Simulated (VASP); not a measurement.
# NbCd3 (Pm-3m) in VASP: further runs

Runs on NbCd3. Level: LDA. Tasks: single point, relaxation of cell and atoms.

Program: VASP 6.6.1. These are calculated values, not measurements. Logs are shortened: lines on timing, memory, paths and dates and some standing lists are left out, and cuts for length are marked.

### Step 1. The cell of the first run

It takes space group Pm-3m (No. 221, cubic). The conventional cell has a = 4.185 Å, b = 4.185 Å, c = 4.185 Å, α = 90.00°, β = 90.00°, γ = 90.00°. Within 3.9 Å of Nb (site symmetry m-3m) lie 12 Cd at 2.96 Å. Within 3.9 Å of Cd (site symmetry 4/mmm) lie 4 Nb at 2.96 Å and 8 Cd at 2.96 Å.

### Step 2. Single point, LDA

INCAR

```
SYSTEM = NbCd3
ALGO = Normal
EDIFF = 1E-7
ENCUT = 520
ISIF = 2
ISMEAR = -1
LASPH = .TRUE.
LCHARG = .FALSE.
LREAL = .FALSE.
LWAVE = .FALSE.
NBANDS = 32
NELM = 80
PREC = Accurate
SIGMA = 0.1
```

KPOINTS

```
k-points
0
G
  8 8 8
  0 0 0
```

POSCAR

```
NbCd3
1.0
    4.1851426469      0.0000000000      0.0000000000
    0.0000000000      4.1851426469      0.0000000000
    0.0000000000      0.0000000000      4.1851426469
Nb Cd
1 3
Direct
    0.0000000000      0.0000000000      0.0000000000
    0.0000000000      0.5000000000      0.5000000000
    0.5000000000      0.0000000000      0.5000000000
    0.5000000000      0.5000000000      0.0000000000
```

Potentials or basis: VASP PAW LDA potentials, release 64 (Nb_sv, Cd).

On the command line:

```
cat potpaw_LDA.64/Nb_sv/POTCAR potpaw_LDA.64/Cd/POTCAR > POTCAR
mpirun -np 1 vasp_std > vasp.out
```

OUTCAR:

```text
SYSTEM = NbCd3
   EDIFF = 1E-7
   ENCUT = 520
   ISIF = 2
   ISMEAR = -1
   LASPH = .TRUE.
   LREAL = .FALSE.
   NELM = 80
   PREC = Accurate

 ion  position               nearest neighbor table
   1  0.000  0.000  0.000-   2 2.96   3 2.96   4 2.96   2 2.96   3 2.96   2 2.96   4 2.96   2 2.96
                             3 2.96   4 2.96   3 2.96   4 2.96
   2  0.000  0.500  0.500-   1 2.96   3 2.96   4 2.96   1 2.96   4 2.96   1 2.96   3 2.96   1 2.96
                             3 2.96   4 2.96   4 2.96   3 2.96
   3  0.500  0.000  0.500-   1 2.96   2 2.96   4 2.96   1 2.96   4 2.96   2 2.96   4 2.96   4 2.96
                             1 2.96   2 2.96   1 2.96   2 2.96
   4  0.500  0.500  0.000-   1 2.96   2 2.96   3 2.96   2 2.96   3 2.96   1 2.96   3 2.96   3 2.96
                             1 2.96   2 2.96   2 2.96   1 2.96

  LATTYP: Found a simple cubic cell.
 ALAT       =     4.1851426469

  Lattice vectors:

 A1 = (   4.1851426469,   0.0000000000,   0.0000000000)
 A2 = (   0.0000000000,   4.1851426469,   0.0000000000)
 A3 = (   0.0000000000,   0.0000000000,   4.1851426469)

Analysis of symmetry for initial positions (statically):
=====================================================================
 Subroutine PRICEL returns:
 Original cell was already a primitive cell.

 Routine SETGRP: Setting up the symmetry group for a
 simple cubic supercell.

 Subroutine GETGRP returns: Found 48 space group operations
 (whereof 48 operations were pure point group operations)
 out of a pool of 48 trial point group operations.

The static configuration has the point symmetry O_h .

Analysis of symmetry for dynamics (positions and initial velocities):
=====================================================================
 Subroutine PRICEL returns:
 Original cell was already a primitive cell.

 Routine SETGRP: Setting up the symmetry group for a
 simple cubic supercell.

 Subroutine GETGRP returns: Found 48 space group operations
 (whereof 48 operations were pure point group operations)
 out of a pool of 48 trial point group operations.

The dynamic configuration has the point symmetry O_h .

 Subroutine INISYM returns: Found 48 space group operations
 (whereof 48 operations are pure point group operations),
 and found     1 'primitive' translations

----------------------------------------------------------------------------------------

                                     Primitive cell

  volume of cell :      73.3045

  direct lattice vectors                    reciprocal lattice vectors
     4.185142647  0.000000000  0.000000000     0.238940482  0.000000000  0.000000000
     0.000000000  4.185142647  0.000000000     0.000000000  0.238940482  0.000000000
     0.000000000  0.000000000  4.185142647     0.000000000  0.000000000  0.238940482

  length of vectors
     4.185142647  4.185142647  4.185142647     0.238940482  0.238940482  0.238940482

  position of ions in fractional coordinates (direct lattice)
     0.000000000  0.000000000  0.000000000
     0.000000000  0.500000000  0.500000000
     0.500000000  0.000000000  0.500000000
     0.500000000  0.500000000  0.000000000

  ion indices of the primitive-cell ions
   primitive index   ion index
                 1           1
                 2           2
                 3           3
                 4           4

----------------------------------------------------------------------------------------

 KPOINTS: k-points

Automatic generation of k-mesh.
 Grid dimensions read from file:
 generate k-points for:    8    8    8

 Generating k-lattice:

  Cartesian coordinates                     Fractional coordinates (reciprocal lattice)
     0.029867560  0.000000000  0.000000000     0.125000000  0.000000000  0.000000000
     0.000000000  0.029867560  0.000000000     0.000000000  0.125000000  0.000000000
     0.000000000  0.000000000  0.029867560     0.000000000  0.000000000  0.125000000

  Length of vectors
     0.029867560  0.029867560  0.029867560

  Shift w.r.t. Gamma in fractional coordinates (k-lattice)
     0.000000000  0.000000000  0.000000000

 Subroutine IBZKPT returns following result:
 ===========================================

 Found     35 irreducible k-points:

 Following reciprocal coordinates:
            Coordinates               Weight
  0.000000  0.000000  0.000000      1.000000
  0.125000  0.000000  0.000000      6.000000
  0.250000  0.000000  0.000000      6.000000
  0.375000  0.000000  0.000000      6.000000
  0.500000  0.000000  0.000000      3.000000
  0.125000  0.125000  0.000000     12.000000
[... 16 lines left out ...]
  0.375000  0.375000  0.125000     24.000000
  0.500000  0.375000  0.125000     24.000000
 [... further k-points ...]
   k-points           NKPTS =     35   k-points in BZ     NKDIM =     35   number of bands    NBANDS=     32
   number of dos      NEDOS =    301   number of ions     NIONS =      4
   total plane-waves  NPLWV =  32768
   dimension x,y,z NGX =    32 NGY =   32 NGZ =   32
   dimension x,y,z NGXF=    64 NGYF=   64 NGZF=   64
   ions per type =               1   3
   NGX,Y,Z   is equivalent  to a cutoff of  12.71, 12.71, 12.71 a.u.
   NGXF,Y,Z  is equivalent  to a cutoff of  25.42, 25.42, 25.42 a.u.
 SYSTEM =  NbCd3
   PREC   = accura    normal or accurate (medium, high low for compatibility)
   ISTART =      0    job   : 0-new  1-cont  2-samecut
   ICHARG =      2    charge: 1-file 2-atom 10-const
   ISPIN  =      1    spin polarized calculation?
   LNONCOLLINEAR =      F non collinear calculations
   LSORBIT =      F    spin-orbit coupling
   LASPH  =      T    aspherical Exc in radial PAW
   ENCUT  =  520.0 eV  38.22 Ry    6.18 a.u.   7.78  7.78  7.78*2*pi/ulx,y,z
   NELM   =     80;   NELMIN=  2; NELMDL= -5     # of ELM steps
   EDIFF  = 0.1E-06   stopping-criterion for ELM
   LREAL  =      F    real-space projection
   EDIFFG = 0.1E-05   stopping-criterion for IOM
   NSW    =      0    number of steps for IOM
   IBRION =     -1    ionic relax: 0-MD 1-quasi-New 2-CG
   NFREE  =      0    steps in history (QN), initial steepest desc. (CG)
   ISIF   =      2    stress and relaxation
   ISYM   =      2    0-nonsym 1-usesym 2-fastsym
   POTIM  = 0.5000    time-step for ionic-motion
   TEBEG  =    0.0;   TEEND  =   0.0 temperature during run
   PSTRESS=    0.0 pullay stress
   NELECT =      49.0000    total number of electrons
   NUPDOWN=      -1.0000    fix difference up-down
   EMIN   =  10.00;   EMAX   =-10.00  energy-range for DOS
   EFERMI =   0.00;   METHOD = LEGACY
   ISMEAR =    -1;   SIGMA  =   0.10  broadening in eV -4-tet -1-fermi 0-gaus
   EFERMI_NEDOS =   21; number of points for ismear=-14 and -15
   IALGO  =     38    algorithm
   IMIX   =      4    mixing-type and parameters
     AMIX     =   0.40;   BMIX     =  1.00
     AMIX_MAG =   1.60;   BMIX_MAG =  1.00
  volume/ion in A,a.u.               =      18.33       123.67
  Fermi-wavevector in a.u.,A,eV,Ry     =   1.431407  2.704968 27.877346  2.048927
  Thomas-Fermi vector in A             =   2.551147
   LORBIT       =      0    0 simple, 1 ext, 2 COOP (PROOUT), +10 PAW based schemes
   GGA     = CA    functional components
   LHFCALC =     F    Hartree Fock is set to
   AEXX    =    0.0000 exact exchange contribution
   IVDW    =     0    specifies the selected vdW correction
   LEPSILON=     F    determine dielectric tensor
   LRPA    =     F    only Hartree local field effects (RPA)
 non-spin polarized calculation
  energy-cutoff  :      520.00
  volume of cell :       73.30
 maximum number of plane-waves:      2000
 NGX is ok and might be reduce to    32
   NGX = 15   NGY = 15   NGZ = 15

 number of electron      49.0000042 magnetization

 Free energy of the ion-electron system (eV)
  ---------------------------------------------------
  ext. energy  EPLUGINS =         0.00000000
  ---------------------------------------------------
  free energy    TOTEN  =       -15.51391647 eV

  energy without entropy =      -15.45893600  energy(sigma->0) =      -15.48642624

 E-fermi :   5.2586     XC(G=0): -12.3767

 val. band max:        5.2259332526   @ k =   0.3750   0.2500   0.1250
 cond. band min:       5.3221635313   @ k =   0.2500   0.2500   0.1250
 fundamental gap:      0.0962302787
 Fermi energy:         5.2585738561

 k-point     1 :       0.0000    0.0000    0.0000
  band No.  band energies     occupation
      1     -49.2816      2.00000
      2     -25.5142      2.00000
      3     -25.5142      2.00000
      4     -25.5142      2.00000
      5      -4.5600      2.00000
      6      -4.3065      2.00000
[... 24 lines left out ...]
     31      11.3246      0.00000
     32      12.9195      0.00000

 k-point     2 :       0.1250    0.0000    0.0000
  band No.  band energies     occupation
      1     -49.2815      2.00000
      2     -25.5181      2.00000
      3     -25.5144      2.00000
      4     -25.5144      2.00000
      5      -4.4984      2.00000
      6      -4.2830      2.00000
[... 24 lines left out ...]
     31      12.0664      0.00000
     32      13.0244      0.00000

 k-point     3 :       0.2500    0.0000    0.0000
  band No.  band energies     occupation
      1     -49.2811      2.00000
      2     -25.5275      2.00000
      3     -25.5149      2.00000
      4     -25.5149      2.00000
      5      -4.3345      2.00000
      6      -4.2209      2.00000
[... 24 lines left out ...]
     31      12.6828      0.00000
     32      12.6828      0.00000

 k-point     4 :       0.3750    0.0000    0.0000
  band No.  band energies     occupation
      1     -49.2808      2.00000
      2     -25.5369      2.00000
      3     -25.5154      2.00000
      4     -25.5154      2.00000
      5      -4.1483      2.00000
      6      -4.1317      2.00000
[... 24 lines left out ...]
     31      11.6081      0.00000
     32      11.6081      0.00000

 k-point     5 :       0.5000    0.0000    0.0000
  band No.  band energies     occupation
      1     -49.2807      2.00000
      2     -25.5408      2.00000
      3     -25.5156      2.00000
      4     -25.5156      2.00000
      5      -4.1136      2.00000
      6      -4.0266      2.00000
[... 584 lines left out ...]
     31      12.4367      0.00000
     32      12.6931      0.00000

 k-point    22 :       0.5000    0.2500    0.1250
  band No.  band energies     occupation
      1     -49.2803      2.00000
      2     -25.5378      2.00000
      3     -25.5257      2.00000
      4     -25.5186      2.00000
      5      -4.0282      2.00000
      6      -3.8168      2.00000
[... 24 lines left out ...]
     31      12.2448      0.00000
     32      13.5346      0.00000

 k-point    23 :       0.3750    0.3750    0.1250
  band No.  band energies     occupation
      1     -49.2802      2.00000
      2     -25.5339      2.00000
      3     -25.5324      2.00000
      4     -25.5187      2.00000
      5      -4.0176      2.00000
      6      -3.8502      2.00000
[... 24 lines left out ...]
     31      11.6017      0.00000
     32      12.6054      0.00000

 k-point    24 :       0.5000    0.3750    0.1250
  band No.  band energies     occupation
      1     -49.2801      2.00000
      2     -25.5361      2.00000
      3     -25.5326      2.00000
      4     -25.5188      2.00000
      5      -3.9373      2.00000
      6      -3.8494      2.00000
[... 24 lines left out ...]
     31      11.7611      0.00000
     32      13.2626      0.00000

 [... further k-points ...]
[... 5 lines left out ...]
  --------------------------------------------------------------------------------------
  -------------------------------------------------------------------------------------
  Total        0.4318043      0.4318043      0.4318043     -0.0000000     -0.0000000     -0.0000000
  in kB        9.4377124      9.4377124      9.4377124     -0.0000000     -0.0000000     -0.0000000
  external PRESSURE =       9.4377124 kB  Pullay stress =       0.0000000 kB

 VOLUME and BASIS-vectors are now :
 -----------------------------------------------------------------------------
  energy-cutoff  :      520.00
  volume of cell :       73.30
      direct lattice vectors                 reciprocal lattice vectors
     4.185142647  0.000000000  0.000000000     0.238940482  0.000000000  0.000000000
     0.000000000  4.185142647  0.000000000     0.000000000  0.238940482  0.000000000
     0.000000000  0.000000000  4.185142647     0.000000000  0.000000000  0.238940482

 POSITION                                       TOTAL-FORCE (eV/Angst)
 -----------------------------------------------------------------------------------
      0.00000      0.00000      0.00000         0.000000      0.000000      0.000000
      0.00000      2.09257      2.09257         0.000000      0.000000      0.000000
      2.09257      0.00000      2.09257         0.000000      0.000000      0.000000
      2.09257      2.09257      0.00000         0.000000      0.000000      0.000000
 -----------------------------------------------------------------------------------
    total drift:                                0.000000     -0.000000     -0.000000

  FREE ENERGIE OF THE ION-ELECTRON SYSTEM (eV)
  ---------------------------------------------------
  free  energy   TOTEN  =       -15.5139164727 eV

  energy  without entropy=      -15.4589360017  energy(sigma->0) =      -15.48642624
```

Wall time 32 s (1 thread of AMD EPYC 9R45 (Zen 5), shared host); peak memory 0.16 GiB.

What came out:

| Quantity | Value |
| --- | --- |
| Free energy | -15.5139 eV |
| Pressure | 0.9 GPa |
| Band gap on the k mesh | zero (an odd number of electrons rules out a gap without spin polarisation) |

### Step 3. Relaxation of cell and atoms, LDA

This run uses another cell than the first one, of 18.72 Å³/atom.

INCAR

```
SYSTEM = NbCd3
PREC     = Accurate       ! precision mode
ENCUT    = 600            ! plane-wave cutoff, eV
EDIFF    = 1E-7           ! SCF threshold, eV
ISMEAR   = -1             ! smearing method
SIGMA    = 0.1            ! smearing width, eV
LREAL    = .False.        ! projectors in reciprocal space
LASPH    = .True.         ! aspherical terms in the spheres
NELM     = 100            ! most SCF steps
ALGO     = Normal         ! electronic algorithm
ISIF     = 3              ! what is computed and relaxed
LWAVE    = .False.        ! write WAVECAR
LCHARG   = .False.        ! write CHGCAR
IBRION   = 2              ! ionic algorithm
NSW      = 100            ! ionic steps
EDIFFG   = -0.002         ! ionic threshold
```

KPOINTS

```
regular mesh
0
Gamma
  8 8 8
  0 0 0
```

POSCAR

```
NbCd3
1.0
    4.2150000000      0.0000000000      0.0000000000
    0.0000000000      4.2150000000      0.0000000000
    0.0000000000      0.0000000000      4.2150000000
Nb Cd
1 3
Direct
    0.0000000000      0.0000000000      0.0000000000
    0.0000000000      0.5000000000      0.5000000000
    0.5000000000      0.0000000000      0.5000000000
    0.5000000000      0.5000000000      0.0000000000
```

Potentials or basis: VASP PAW LDA potentials, release 64 (Nb_sv, Cd).

On the command line:

```
cat potpaw_LDA.64/Nb_sv/POTCAR potpaw_LDA.64/Cd/POTCAR > POTCAR
mpirun -np 1 vasp_std > vasp.out
```

Wall time 2.1 min (1 thread of AMD EPYC 9R45 (Zen 5), shared host); peak memory 0.2 GiB.

Results (log left out):

```
Free energy                           : -15.5152 eV
Relaxed volume                        : 18.45 Å³/atom
Relaxed cell                          : a = 4.195 Å, b = 4.195 Å, c = 4.195 Å, α = 90.00°, β = 90.00°, γ = 90.00°
Space group after relaxing (to 0.1 Å) : Pm-3m (No. 221)
Energy gained by relaxing             : 1.5 meV/atom
Ionic steps                           : 3
Pressure after relaxing               : 0.0 GPa
Band gap on the k mesh                : zero (an odd number of electrons rules out a gap without spin polarisation)
```

The path:
```
step  energy change (eV)  largest force (eV/Å)  pressure (GPa)  volume (Å³)
   1              0.0000                0.0000           -1.73        74.88
   2              0.0004                0.0000            1.89        72.72
   3             -0.0059                0.0000           -0.01        73.81
```

Final structure:
```yaml
crystal:
  lattice:
    - [4.19468, 0.00000, 0.00000]
    - [0.00000, 4.19468, 0.00000]
    - [0.00000, 0.00000, 4.19468]
  atoms:
    - { symbol: Nb, position: [0.00000, 0.00000, 0.00000] }
    - { symbol: Cd, position: [0.00000, 0.50000, 0.50000] }
    - { symbol: Cd, position: [0.50000, 0.00000, 0.50000] }
    - { symbol: Cd, position: [0.50000, 0.50000, 0.00000] }
```

Levels at points of the mesh, in eV from the Fermi level:
| k point | band 21 | band 22 | band 23 | band 24 | band 25 | band 26 | band 27 | band 28 | band 29 |
| --- | --- | --- | --- | --- | --- | --- | --- | --- | --- |
| (0.00, 0.00, 0.00) | -0.94 | -0.94 | 0.18 | 0.18 | 0.18 | 1.33 | 1.33 | 1.33 | 5.69 |
| (0.50, 0.00, 0.00) | -6.01 | -0.93 | -0.93 | -0.83 | 1.04 | 1.24 | 3.26 | 4.33 | 4.33 |
| (0.50, 0.50, 0.00) | -3.23 | -3.21 | -3.21 | -0.34 | -0.34 | 1.14 | 1.88 | 2.23 | 5.70 |
| (0.50, 0.50, 0.50) | -2.43 | -2.43 | -2.43 | -1.21 | -1.21 | -1.21 | 1.54 | 1.54 | 3.89 |

LDA usually gives volumes a few per cent too small. Zero-point motion and thermal expansion aren't in these numbers.

The gap in the log of VASP goes by the Fermi energy; the results here count the filled bands.